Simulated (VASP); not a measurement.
# C (P1) in VASP: single point with LDA

Aim: the single point of C with LDA.

All numbers are computed with VASP 6.6.1; they aren't measurements. Logs are shortened: lines on timing, memory, paths and dates and some standing lists are left out, and cuts for length are marked.

**1. The cell of the first run**

The typed cell holds 8 atoms: a = 4.365 Å, b = 4.365 Å, c = 4.366 Å, α = 68.12°, β = 68.12°, γ = 68.13°.

**2. Single point, LDA (atom 1 (C) moved -0.150 Å towards its neighbour atom 2 (C) at 2.445 Å)**

Input file INCAR:

```
SYSTEM = C
PREC = Accurate
ENCUT = 520
EDIFF = 1E-7
ISMEAR = 0
SIGMA = 0.05
LREAL = .False.
LASPH = .True.
NELM = 100
ALGO = Normal
ISIF = 2
LWAVE = .False.
LCHARG = .True.
GGA = CA
LELF = .True.
LVHAR = .True.
NBANDS = 26
```

Input file KPOINTS:

```
regular mesh
0
Gamma
  8 8 8
  0 0 0
```

Input file POSCAR:

```
C
1.0
    1.3916690928      2.4448680937     -3.3373019203
    1.3916690928     -2.4448680937     -3.3373019203
   -2.8429274761      0.0000000000     -3.3141068708
C
8
Direct
    0.9472931150      0.3859401118      0.6666169904
    0.4166166134      0.9166166134      0.6666169904
    0.9166166134      0.9166166134      0.1666169904
    0.4166166134      0.4166166134      0.1666169904
    0.0833833866      0.5833833866      0.3333830096
    0.5833833866      0.0833833866      0.3333830096
    0.0833833866      0.0833833866      0.8333830096
    0.5833833866      0.5833833866      0.8333830096
```

Potentials or basis: VASP PAW LDA potentials, release 64 (C).

Started as:

```bash
> cat potpaw_LDA.64/C/POTCAR > POTCAR
> mpirun -np 1 vasp_std > vasp.out
```

OUTCAR:

```text
SYSTEM = C
   PREC = Accurate
   ENCUT = 520
   EDIFF = 1E-7
   ISMEAR = 0
   LREAL = .False.
   LASPH = .True.
   NELM = 100
   ISIF = 2
   GGA = CA

 ion  position               nearest neighbor table
   1  0.947  0.386  0.667-   7 1.28   5 1.42   8 1.54
   2  0.417  0.917  0.667-   7 1.41   8 1.41   6 1.41
   3  0.917  0.917  0.167-   5 1.41   6 1.41   7 1.41
   4  0.417  0.417  0.167-   5 1.41   6 1.41   8 1.41
   5  0.083  0.583  0.333-   3 1.41   4 1.41   1 1.42
   6  0.583  0.083  0.333-   3 1.41   4 1.41   2 1.41
   7  0.083  0.083  0.833-   1 1.28   2 1.41   3 1.41
   8  0.583  0.583  0.833-   2 1.41   4 1.41   1 1.54

  LATTYP: Found a base centered monoclinic cell.
 ALAT       =     7.2316877618
 B/A-ratio  =     0.6761542186
 C/A-ratio  =     0.6037885874
 COS(beta)  =    -0.4499394773

  Lattice vectors:

 A1 = (  -1.3916690928,  -2.4448680937,   3.3373019203)
 A2 = (  -1.3916690928,   2.4448680937,   3.3373019203)
 A3 = (  -2.8429274761,   0.0000000000,  -3.3141068708)

Analysis of symmetry for initial positions (statically):
=====================================================================
 Subroutine PRICEL returns:
 Original cell was already a primitive cell.

 Routine SETGRP: Setting up the symmetry group for a
 base centered monoclinic supercell.

 Subroutine GETGRP returns: Found  1 space group operations
 (whereof  1 operations were pure point group operations)
 out of a pool of  4 trial point group operations.

The static configuration has the point symmetry C_1 .

Analysis of symmetry for dynamics (positions and initial velocities):
=====================================================================
 Subroutine PRICEL returns:
 Original cell was already a primitive cell.

 Routine SETGRP: Setting up the symmetry group for a
 base centered monoclinic supercell.

 Subroutine GETGRP returns: Found  1 space group operations
 (whereof  1 operations were pure point group operations)
 out of a pool of  4 trial point group operations.

The dynamic configuration has the point symmetry C_1 .

 Subroutine INISYM returns: Found  1 space group operations
 (whereof  1 operations are pure point group operations),
 and found     1 'primitive' translations

----------------------------------------------------------------------------------------

                                     Primitive cell

  volume of cell :      68.9445

  direct lattice vectors                    reciprocal lattice vectors
     1.391669093  2.444868094 -3.337301920     0.117522792  0.204510011 -0.100814122
     1.391669093 -2.444868094 -3.337301920     0.117522792 -0.204510011 -0.100814122
    -2.842927476  0.000000000 -3.314106871    -0.236690641  0.000000000 -0.098701004

  length of vectors
     4.364826110  4.364826110  4.366410538     0.256514012  0.256514012  0.256445603

  position of ions in fractional coordinates (direct lattice)
     0.947293115  0.385940112  0.666616990
     0.416616613  0.916616613  0.666616990
     0.916616613  0.916616613  0.166616990
     0.416616613  0.416616613  0.166616990
     0.083383387  0.583383387  0.333383010
     0.583383387  0.083383387  0.333383010
     0.083383387  0.083383387  0.833383010
     0.583383387  0.583383387  0.833383010

  ion indices of the primitive-cell ions
   primitive index   ion index
                 1           1
                 2           2
                 3           3
                 4           4
                 5           5
                 6           6
                 7           7
                 8           8

----------------------------------------------------------------------------------------

 KPOINTS: regular mesh

Automatic generation of k-mesh.
 Grid dimensions read from file:
 generate k-points for:    8    8    8

 Generating k-lattice:

  Cartesian coordinates                     Fractional coordinates (reciprocal lattice)
     0.014690349  0.025563751 -0.012601765     0.125000000  0.000000000  0.000000000
     0.014690349 -0.025563751 -0.012601765     0.000000000  0.125000000  0.000000000
    -0.029586330  0.000000000 -0.012337625     0.000000000  0.000000000  0.125000000

  Length of vectors
     0.032064251  0.032064251  0.032055700

  Shift w.r.t. Gamma in fractional coordinates (k-lattice)
     0.000000000  0.000000000  0.000000000

 Subroutine IBZKPT returns following result:
 ===========================================

 Found    260 irreducible k-points:

 Following reciprocal coordinates:
            Coordinates               Weight
  0.000000  0.000000  0.000000      1.000000
  0.125000 -0.000000  0.000000      2.000000
  0.000000 -0.125000  0.000000      2.000000
  0.250000 -0.000000  0.000000      2.000000
  0.000000 -0.250000  0.000000      2.000000
  0.375000 -0.000000  0.000000      2.000000
[... 16 lines left out ...]
  0.375000  0.250000  0.000000      2.000000
 -0.250000 -0.375000 -0.000000      2.000000
 [... further k-points ...]
   k-points           NKPTS =    260   k-points in BZ     NKDIM =    260   number of bands    NBANDS=     26
   number of dos      NEDOS =    301   number of ions     NIONS =      8
   total plane-waves  NPLWV =  32768
   dimension x,y,z NGX =    32 NGY =   32 NGZ =   32
   dimension x,y,z NGXF=    64 NGYF=   64 NGZF=   64
   ions per type =               8
   NGX,Y,Z   is equivalent  to a cutoff of  12.19, 12.19, 12.18 a.u.
   NGXF,Y,Z  is equivalent  to a cutoff of  24.38, 24.38, 24.37 a.u.
 SYSTEM =  C
   PREC   = accura    normal or accurate (medium, high low for compatibility)
   ISTART =      0    job   : 0-new  1-cont  2-samecut
   ICHARG =      2    charge: 1-file 2-atom 10-const
   ISPIN  =      1    spin polarized calculation?
   LNONCOLLINEAR =      F non collinear calculations
   LSORBIT =      F    spin-orbit coupling
   LASPH  =      T    aspherical Exc in radial PAW
   ENCUT  =  520.0 eV  38.22 Ry    6.18 a.u.   8.12  8.12  8.12*2*pi/ulx,y,z
   NELM   =    100;   NELMIN=  2; NELMDL= -5     # of ELM steps
   EDIFF  = 0.1E-06   stopping-criterion for ELM
   LREAL  =      F    real-space projection
   EDIFFG = 0.1E-05   stopping-criterion for IOM
   NSW    =      0    number of steps for IOM
   IBRION =     -1    ionic relax: 0-MD 1-quasi-New 2-CG
   NFREE  =      0    steps in history (QN), initial steepest desc. (CG)
   ISIF   =      2    stress and relaxation
   ISYM   =      2    0-nonsym 1-usesym 2-fastsym
   POTIM  = 0.5000    time-step for ionic-motion
   TEBEG  =    0.0;   TEEND  =   0.0 temperature during run
   PSTRESS=    0.0 pullay stress
   NELECT =      32.0000    total number of electrons
   NUPDOWN=      -1.0000    fix difference up-down
   EMIN   =  10.00;   EMAX   =-10.00  energy-range for DOS
   EFERMI =   0.00;   METHOD = LEGACY
   ISMEAR =     0;   SIGMA  =   0.05  broadening in eV -4-tet -1-fermi 0-gaus
   EFERMI_NEDOS =   21; number of points for ismear=-14 and -15
   IALGO  =     38    algorithm
   IMIX   =      4    mixing-type and parameters
     AMIX     =   0.40;   BMIX     =  1.00
     AMIX_MAG =   1.60;   BMIX_MAG =  1.00
  volume/ion in A,a.u.               =       8.62        58.16
  Fermi-wavevector in a.u.,A,eV,Ry     =   1.267530  2.395284 21.859556  1.606632
  Thomas-Fermi vector in A             =   2.400673
   LORBIT       =      0    0 simple, 1 ext, 2 COOP (PROOUT), +10 PAW based schemes
   GGA     = CA    functional components
   LHFCALC =     F    Hartree Fock is set to
   AEXX    =    0.0000 exact exchange contribution
   IVDW    =     0    specifies the selected vdW correction
   LEPSILON=     F    determine dielectric tensor
   LRPA    =     F    only Hartree local field effects (RPA)
 non-spin polarized calculation
 Gauss-broadening in eV      SIGMA  =   0.05
  energy-cutoff  :      520.00
  volume of cell :       68.94
 maximum number of plane-waves:      1872
   NGX = 17   NGY = 17   NGZ = 17

 number of electron      32.0000002 magnetization

 Free energy of the ion-electron system (eV)
  ---------------------------------------------------
  ext. energy  EPLUGINS =         0.00000000
  ---------------------------------------------------
  free energy    TOTEN  =       -80.14839732 eV

  energy without entropy =      -80.14839701  energy(sigma->0) =      -80.14839717

 E-fermi :   4.8123     XC(G=0): -10.8493

 val. band max:        4.6836640905   @ k =  -0.0000   0.3750  -0.3750
 cond. band min:       4.9406516104   @ k =  -0.1250   0.2500   0.5000
 fundamental gap:      0.2569875199
 Fermi energy:         4.8123142463

 k-point     1 :       0.0000    0.0000    0.0000
  band No.  band energies     occupation
      1     -14.9122      2.00000
      2      -9.8094      2.00000
      3      -9.2414      2.00000
      4      -9.1128      2.00000
      5      -8.6461      2.00000
      6      -8.4181      2.00000
[... 18 lines left out ...]
     25      14.1487      0.00000
     26      16.3745      0.00000

 k-point     2 :       0.1250   -0.0000    0.0000
  band No.  band energies     occupation
      1     -14.8142      2.00000
      2     -10.4036      2.00000
      3      -9.7527      2.00000
      4      -9.3951      2.00000
      5      -8.1760      2.00000
      6      -7.9776      2.00000
[... 18 lines left out ...]
     25      14.4989      0.00000
     26      16.0507      0.00000

 k-point     3 :       0.0000   -0.1250    0.0000
  band No.  band energies     occupation
      1     -14.8152      2.00000
      2     -10.4115      2.00000
      3      -9.7493      2.00000
      4      -9.4418      2.00000
      5      -8.1083      2.00000
      6      -7.7569      2.00000
[... 572 lines left out ...]
 k-point    23 :       0.3750    0.2500    0.0000
  band No.  band energies     occupation
      1     -14.1510      2.00000
      2     -11.8925      2.00000
      3     -11.1568      2.00000
      4      -9.1486      2.00000
      5      -7.7429      2.00000
      6      -5.6328      2.00000
[... 18 lines left out ...]
     25      14.4447      0.00000
     26      15.1739      0.00000

 k-point    24 :      -0.2500   -0.3750   -0.0000
  band No.  band energies     occupation
      1     -14.1563      2.00000
      2     -11.8803      2.00000
      3     -11.1733      2.00000
      4      -9.2168      2.00000
      5      -7.4181      2.00000
      6      -5.8596      2.00000
[... 18 lines left out ...]
     25      14.4437      0.00000
     26      15.1938      0.00000

 [... further k-points ...]

------------------------ aborting loop because EDIFF is reached ----------------------------------------

  FORCE on cell =-STRESS in cart. coord.  units (eV):
  Direction    XX          YY          ZZ          XY          YZ          ZX
  --------------------------------------------------------------------------------------
  -------------------------------------------------------------------------------------
  Total        1.9939295      2.8790443     -0.0546350     -2.2933068     -0.0033559      0.0002273
  in kB       46.3362134     66.9050791     -1.2696435    -53.2933347     -0.0779861      0.0052813
  external PRESSURE =      37.3238830 kB  Pullay stress =       0.0000000 kB

 VOLUME and BASIS-vectors are now :
 -----------------------------------------------------------------------------
  energy-cutoff  :      520.00
  volume of cell :       68.94
      direct lattice vectors                 reciprocal lattice vectors
     1.391669093  2.444868094 -3.337301920     0.117522792  0.204510011 -0.100814122
     1.391669093 -2.444868094 -3.337301920     0.117522792 -0.204510011 -0.100814122
    -2.842927476  0.000000000 -3.314106871    -0.236690641  0.000000000 -0.098701004

 POSITION                                       TOTAL-FORCE (eV/Angst)
 -----------------------------------------------------------------------------------
     -0.03972      1.37243     -6.65864         2.004990    -10.154371     -0.006553
     -0.03972     -1.22243     -6.65864        -0.019200      1.490509      0.000932
      2.07757      0.00000     -6.67024        -0.948082     -0.058697      0.009180
      0.68590      0.00000     -3.33294         0.846698     -0.101070     -0.005206
     -0.01987     -1.22243     -3.33007        -0.089622      1.323325     -0.001158
     -0.01987      1.22243     -3.33007         0.030323      0.126209     -0.002204
     -2.13716      0.00000     -3.31847        -2.415495      5.048056      0.010342
     -0.74549      0.00000     -6.65577         0.590388      2.326039     -0.005334
 -----------------------------------------------------------------------------------
    total drift:                                0.000018     -0.000040     -0.000003

  FREE ENERGIE OF THE ION-ELECTRON SYSTEM (eV)
  ---------------------------------------------------
  free  energy   TOTEN  =       -80.1483973198 eV

  energy  without entropy=      -80.1483970147  energy(sigma->0) =      -80.14839717
```

It took 9.9 min on 1 thread of Oxide Virtual Turin-like, shared host; peak memory 0.34 GiB.

What came out:

* Free energy: -80.1484 eV
* Pressure: 3.7 GPa
* Largest force: 10.350 eV/Å

Forces in eV/Å, atoms in the order of the input:
```
C     2.005 -10.154  -0.007
C    -0.019   1.491   0.001
C    -0.948  -0.059   0.009
C     0.847  -0.101  -0.005
C    -0.090   1.323  -0.001
C     0.030   0.126  -0.002
C    -2.415   5.048   0.010
C     0.590   2.326  -0.005
```

Stress tensor (GPa, compression positive):
```
 4.63 -5.33  0.00
-5.33  6.69 -0.01
 0.00 -0.01 -0.13
```

Caveat: the cell differs from its parent crystal (atom 1 (C) moved -0.150 Å towards its neighbour atom 2 (C) at 2.445 Å); the stress differs along the axes, from -0 to 7 GPa; forces of over 1 eV/Å act on the atoms, so gaps and moduli don't describe the material at rest.
